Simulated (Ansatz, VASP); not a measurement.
# Ca: VASP beside Ansatz

```
Ca
1.0
     0.00000    2.66880    2.66880
     2.66880    0.00000    2.66880
     2.66880    2.66880    0.00000
Ca
1
Cartesian
  0.0000 0.0000 0.0000
```

Alike in both runs: functional LDA; k mesh 14 × 14 × 14; occupations gaussian, width 0.1 eV; no spin polarisation.

Ansatz relaxed the structure, and its values are those at the end. VASP's run is a single point on that final structure, the one shown.

|  | VASP | Ansatz |
| --- | --- | --- |
| version | VASP 6.6.1 | Ansatz 0.2.0 |
| potentials or method | VASP PAW LDA potentials, release 64 (Ca_sv), cutoff 520 eV | scalar-relativistic, plane waves, PAW |
| valence electrons in the cell | 10 | 10 |

|  | VASP | Ansatz | Ansatz less VASP |
| --- | --- | --- | --- |
| gap on the k mesh at the Fermi level (eV) | none | none | - |
| pressure (GPa) | 0.0 | 0.0 | 0.00 |

Ansatz warns that its potentials were made for another functional, while VASP's fit it. LDA's correlation is that of Perdew and Zunger in VASP and of Perdew and Wang (1992) in Ansatz. A gap of «none» marks a metal or a gap that the smearing closes.
